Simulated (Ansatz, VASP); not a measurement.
Two plane-wave programs on AlN

```
CELL_PARAMETERS angstrom
3.03476 0.00000 0.00000
-1.51738 2.62818 0.00000
0.00000 0.00000 4.98797
ATOMIC_POSITIONS crystal
Al 0.33333 0.66667 0.75000
Al 0.66667 0.33333 0.25000
N 0.33333 0.66667 0.25000
N 0.66667 0.33333 0.75000
```

Alike in both runs: task single point; functional LDA; k mesh 9 × 9 × 6; occupations gaussian, width 0.05 eV; no spin polarisation.

```csv
,VASP,Ansatz
version,VASP 6.6.1,Ansatz 0.2.0
potentials or method,"VASP PAW LDA potentials, release 64 (Al, N), cutoff 600 eV","scalar-relativistic, plane waves, PAW"
valence electrons in the cell,16,16
```

```tsv
	VASP	Ansatz	Ansatz less VASP
gap on the k mesh at the Fermi level (eV)	3.16	3.15	-0.009
least direct gap on the mesh (eV)	3.16	3.15	-0.009
pressure (GPa)	20.9	19.8	-1.03
traceless stress, the component that is largest in VASP (GPa)	-32.13	-30.95	+1.181
```

LDA's correlation is that of Perdew and Zunger in VASP and of Perdew and Wang (1992) in Ansatz.
